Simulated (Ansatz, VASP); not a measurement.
# One calculation of LiF, two programs

```
CELL_PARAMETERS angstrom
2.80448 0.00000 0.00000
-1.40224 2.42876 0.00000
0.00000 0.00000 2.57192
ATOMIC_POSITIONS crystal
Li 0.33333 0.66667 0.00000
F 0.66667 0.33333 0.50000
```

Alike in both runs: task relaxation of cell and atoms; functional PBE; k mesh 12 × 12 × 10; occupations gaussian, width 0.02 eV; no spin polarisation.

|  | VASP | Ansatz |
| --- | --- | --- |
| version | VASP 6.6.1 | Ansatz 0.2.0 |
| potentials or method | VASP PAW PBE potentials, release 64 (Li_sv, F), cutoff 600 eV | scalar-relativistic, plane waves, PAW |
| valence electrons in the cell | 10 | 10 |

VASP gave:

```
gap on the k mesh at the Fermi level, each at its own relaxed structure (eV) : 7.82
relaxed volume (Å³/atom)                                                     : 8.66
relaxed cell length with the largest relative difference (Å)                 : 2.561
```

Q: Which values does Ansatz return?

A: gap on the k mesh at the Fermi level, each at its own relaxed structure (eV): 7.74; relaxed volume (Å³/atom): 8.76; relaxed cell length with the largest relative difference (Å): 2.571.

Noted on VASP's run: the cutoff is short for stress, so the pressure is rough.
